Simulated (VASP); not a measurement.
Set up this calculation in VASP 6.6.1, as the native input.

| Quantity | Value |
| --- | --- |
| Task | single point |
| Functional | r2SCAN |
| Potentials or basis | VASP PAW PBE potentials, release 64 (Ga_d, As) |
| Cutoff | 520 eV |
| k mesh | 8 × 8 × 8 |
| Occupations | fermi-dirac, width 0.02 eV |
| Spin | non-collinear spin, zero start, spin-orbit coupling |
| Starting moments | [[0.0, 0.0, 0.0], [0.0, 0.0, 0.0]] μB |
| Dipole correction | no |
| Further INCAR settings | ALGO = Normal; EDIFF = 1e-06; NBANDS = 30 |

Crystal: GaAs.

```
Ga As
1.0
     0.00000    2.83309    2.94641
     2.83309    0.00000    2.94641
     2.83309    2.83309    0.00000
Ga As
1 1
Direct
  0.00000 0.00000 0.00000
  0.25000 0.25000 0.25000
```

This cell differs from its parent crystal: uniaxial z strain +4.0%.

The input as run:

POSCAR

```
GaAs
1.0
    0.0000000000      2.8330850955      2.9464084993
    2.8330850955      0.0000000000      2.9464084993
    2.8330850955      2.8330850955      0.0000000000
Ga As
1 1
Direct
    0.0000000000      0.0000000000      0.0000000000
    0.2500000000      0.2500000000      0.2500000000
```

INCAR.step1

```
PREC = Accurate
ENCUT = 520
ISMEAR = -1
SIGMA = 0.02
LREAL = F
LASPH = T
NELM = 150
MAGMOM = 0 0 0 0 0 0
LSORBIT = T
GGA_COMPAT = F
NBANDS = 30
GGA = PE
ALGO = Normal
EDIFF = 1E-4
LWAVE = T
LCHARG = F
```

INCAR.step2

```
PREC = Accurate
ENCUT = 520
EDIFF = 1E-6
ISMEAR = -1
SIGMA = 0.02
LREAL = F
LASPH = T
NELM = 150
ALGO = Normal
ISIF = 2
LWAVE = F
LCHARG = T
MAGMOM = 0 0 0 0 0 0
LORBIT = 11
LSORBIT = T
GGA_COMPAT = F
LORBMOM = T
METAGGA = R2SCAN
LMIXTAU = T
LVHAR = T
NBANDS = 30
ISTART = 1
```

KPOINTS

```
regular mesh
0
Gamma
  8 8 8
```

Potentials or basis: VASP PAW PBE potentials, release 64 (Ga_d, As).

The run is started by

```console
$ cat potpaw_PBE.64/Ga_d/POTCAR potpaw_PBE.64/As/POTCAR > POTCAR
$ cp INCAR.step1 INCAR
$ mpirun -np 1 vasp_ncl > vasp.out
$ cp INCAR.step2 INCAR
$ mpirun -np 1 vasp_ncl > vasp.out
```

Results of the run:

| Property | Result |
| --- | --- |
| Pressure | -2.5 GPa |
| Net moment | 0.00 μB per cell |
| Valence electrons inside the program's atomic spheres | Ga 11.59; As 2.84 |

Caveat: the cell differs from its parent crystal (uniaxial z strain +4.0%); the PAW data sets were made with another functional, which shifts forces and pressure a little.

It took 20 min on 1 thread of Intel Xeon 6975P-C (shared host), peak memory 0.44 GiB.
